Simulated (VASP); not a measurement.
Input of a VASP 6.6.1 run:

The input INCAR:

```
  ALGO = Normal
  EDIFF = 1E-6
  EDIFFG = -0.005
  ENCUT = 600
  GGA = PE
  IBRION = 2
  ISIF = 3
  ISMEAR = -1
  LASPH = True
  LCHARG = False
  LREAL = False
  LWAVE = False
  NELM = 100
  NSW = 60
  PREC = Accurate
  PSTRESS = 11.0
  SIGMA = 0.08
```

Contents of KPOINTS:

```
k-points
0
Gamma
  13 13 13
```

File POSCAR:

```
In
1.0
    3.0724703920      0.0000000000      0.0000000000
    0.0000000000      3.0724703920      0.0000000000
    0.0000000000      0.0000000000      3.0724703920
In
1
Direct
    0.0000000000      0.0000000000      0.0000000000
```

Potentials or basis: VASP PAW PBE potentials, release 64 (In_d).

Launch:

```sh
$ cat potpaw_PBE.64/In_d/POTCAR > POTCAR
$ mpirun -np 1 vasp_std > vasp.out
```

(1) Estimate the relaxed cell.

(2) Estimate the relaxed volume.

(3) What does it give for the space group after relaxing (to 0.05 Å)?

Answers

(1) a = 3.059 Å, b = 3.059 Å, c = 3.059 Å, α = 90.00°, β = 90.00°, γ = 90.00°.

(2) 28.62 Å³/atom.

(3) Pm-3m (No. 221).

Caveat: the cell is relaxed towards a set pressure, so the enthalpy falls and the energy may rise.
